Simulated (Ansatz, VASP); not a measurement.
## WSe2: VASP beside Ansatz

```
W Se
1.0
     3.29000    0.00000    0.00000
    -1.64500    2.84922    0.00000
     0.00000    0.00000   12.71060
W Se
2 4
Direct
  0.33333 0.66667 0.25000
  0.66667 0.33333 0.75000
  0.33333 0.66667 0.62100
  0.66667 0.33333 0.12100
  0.33333 0.66667 0.87900
  0.66667 0.33333 0.37900
```

Change from the starting cell: zz strain of -2 %, crystal datasets.

Alike in both runs: task electric field gradients; functional PBEsol; k mesh 11 × 11 × 3; occupations fermi-dirac, width 0.08 eV; no spin polarisation.

|  | VASP | Ansatz |
| --- | --- | --- |
| version | VASP 6.6.1 | Ansatz 0.2.0 |
| potentials or method | VASP PAW PBE potentials, release 64 (W_sv, Se), cutoff 520 eV | all-electron PAW with datasets made for the crystal, scalar-relativistic |

VASP gave:

| Property | Result |
| --- | --- |
| pressure (GPa) | 2.5 |
| traceless stress, the component that is largest in VASP (GPa) | 3.28 |
| rms of the force components (eV/Å) | 0.243 |
| size of Vzz on the site where it differs most (V/Å²) | 169.4 |

Which values does Ansatz return?

Pressure (GPa): 2.1; traceless stress, the component that is largest in VASP (GPa): 3.18; rms of the force components (eV/Å): 0.214; size of Vzz on the site where it differs most (V/Å²): 186.1.

VASP's potentials were made for PBE, not for PBEsol. Atom by atom the forces differ by 0.029 eV/Å (rms over components). Ansatz ran all-electron here, and VASP with PAW potentials.

Spin-orbit coupling is off throughout.
